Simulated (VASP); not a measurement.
Here is a VASP 6.6.1 calculation.

The input INCAR:

```
SYSTEM = RuF2
  ALGO = Normal
  EDIFF = 1E-7
  ENCUT = 520
  GGA = PE
  ISIF = 2
  ISMEAR = 0
  ISPIN = 2
  LASPH = .True.
  LCHARG = .False.
  LMAXMIX = 4
  LORBIT = 11
  LREAL = .False.
  LWAVE = .False.
  MAGMOM = 1 1 0 0 0 0
  NBANDS = 41
  NELM = 150
  PREC = Accurate
  SIGMA = 0.1
```

Contents of KPOINTS:

```
k-points
0
Gamma
  6 6 4
  0 0 0
```

POSCAR

```
RuF2
1.0
    3.7019774121      0.0000000000      0.0000000000
    0.0000000000      3.7019774121      0.0000000000
    0.0000000000      0.0000000000      5.3294227253
Ru F
2 4
Direct
    0.0000000000      0.0000000000      0.0000000000
    0.5000000000      0.5000000000      0.5000000000
    0.0000000000      0.5000000000      0.2030000000
    0.0000000000      0.5000000000      0.7030000000
    0.5000000000      0.0000000000      0.2970000000
    0.5000000000      0.0000000000      0.7970000000
```

Potentials or basis: VASP PAW PBE potentials, release 64 (Ru_pv, F).

Launch:

```sh
$ cat potpaw_PBE.64/Ru_pv/POTCAR potpaw_PBE.64/F/POTCAR > POTCAR
$ mpirun -np 1 vasp_std > vasp.out
```

**Question.** Estimate the largest force.

**Answer.** 0.552 eV/Å.

**Question.** Predict the net moment.

**Answer.** 4.00 μB per cell.

**Question.** Estimate the site moments.

**Answer.** Ru +1.78; F +0.06 μB.

Forces in eV/Å, atoms in the order of the input:
```
Ru   0.000  0.000  0.000
Ru   0.000  0.000  0.000
F    0.000  0.000  0.552
F    0.000  0.000  0.552
F    0.000  0.000 -0.552
F    0.000  0.000 -0.552
```
